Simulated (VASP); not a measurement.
## Ta: single point with PBE

Crystal: Ta.

```
Ta
1.0
    -1.75076    1.65948    1.90841
     1.75076   -1.65948    1.90841
     1.75076    1.65948   -1.90841
Ta
1
Direct
  0.00000 0.00000 0.00000
```

This cell differs from its parent crystal: normal strain along x +0.0550, normal strain along z +0.1500.

```json
{
 "Program": "VASP 6.6.1",
 "Task": "single point",
 "Functional": "PBE",
 "Potentials or basis": "VASP PAW PBE potentials, release 64 (Ta_pv)",
 "Cutoff": "520 eV",
 "k mesh": "18 × 18 × 18",
 "Occupations": "gaussian, width 0.15 eV",
 "Spin": "no spin polarisation"
}
```

```json
{"Pressure": "-25.2 GPa", "Band gap on the k mesh": "zero (an odd number of electrons rules out a gap without spin polarisation)"}
```

Stress tensor (GPa, compression positive):
```
-24.01   0.00   0.00
  0.00 -23.25   0.00
  0.00   0.00 -28.36
```

Levels at points of the mesh, in eV from the Fermi level:
| k point | band 1 | band 2 | band 3 | band 4 | band 5 | band 6 | band 7 | band 8 | band 9 | band 10 |
| --- | --- | --- | --- | --- | --- | --- | --- | --- | --- | --- |
| (0.00, 0.00, 0.00) | -33.96 | -33.96 | -33.94 | -7.16 | 0.08 | 0.68 | 1.40 | 2.31 | 3.77 | 12.98 |
| (0.50, 0.00, 0.00) | -34.54 | -34.13 | -33.97 | -3.63 | -0.97 | 0.81 | 2.34 | 4.35 | 5.65 | 8.55 |
| (0.00, 0.50, 0.00) | -34.53 | -34.10 | -33.95 | -3.75 | -0.37 | 0.48 | 1.96 | 3.64 | 5.65 | 8.31 |
| (0.50, 0.50, 0.00) | -34.51 | -34.18 | -34.00 | -3.51 | -1.77 | 1.27 | 3.68 | 4.48 | 5.93 | 8.98 |
| (0.50, 0.50, 0.50) | -34.45 | -34.34 | -34.28 | -2.95 | -2.68 | 4.99 | 5.22 | 5.24 | 5.39 | 7.18 |

Wall time 62 s on 1 thread of Intel(R) Xeon(R) 6975P-C (Granite Rapids), on a shared host, peak memory 0.32 GiB.

Caveat: the cell differs from its parent crystal (normal strain along x +0.0550, normal strain along z +0.1500); the cell stands under tension; spin-orbit coupling is left out, which moves the levels of the heavy elements.
